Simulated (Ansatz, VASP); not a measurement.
# Ba2SnF6: VASP beside Ansatz

```xyz
9
Lattice="0.0000 4.1270 4.1270 4.1270 0.0000 4.1270 4.1270 4.1270 0.0000" Properties=species:S:1:pos:R:3 pbc="T T T"
Ba    2.0635    2.0635    2.0635
Ba    6.1906    6.1906    6.1906
Sn    0.0000    0.0000    0.0000
F     1.9945    4.1270    4.1270
F     4.1270    1.9945    4.1270
F     4.1270    4.1270    1.9945
F     6.2596    4.1270    4.1270
F     4.1270    6.2596    4.1270
F     4.1270    4.1270    6.2596
```

Alike in both runs: task single point; functional PBE; k mesh 4 × 4 × 4; occupations gaussian, width 0.1 eV; no spin polarisation.

|  | VASP | Ansatz |
| --- | --- | --- |
| version | VASP 6.6.1 | Ansatz 0.2.0 |
| potentials or method | VASP PAW PBE potentials, release 64 (Ba_sv, Sn_d, F), cutoff 520 eV | scalar-relativistic, plane waves, PAW |
| valence electrons in the cell | 76 | 76 |

VASP gave:

```
gap on the k mesh at the Fermi level (eV) : none
pressure (GPa)                            : 25.8
rms of the force components (eV/Å)        : 1.999
```

Question: What did Ansatz give for the same quantities?

Answer: gap on the k mesh at the Fermi level (eV): none; pressure (GPa): 24.9; rms of the force components (eV/Å): 1.958.

Atom by atom the forces differ by 0.041 eV/Å (rms over components). A gap of «none» marks a metal or a gap that the smearing closes. With one functional, cell and mesh, what is left measures potentials, basis and numerics.

Spin-orbit coupling is off throughout.
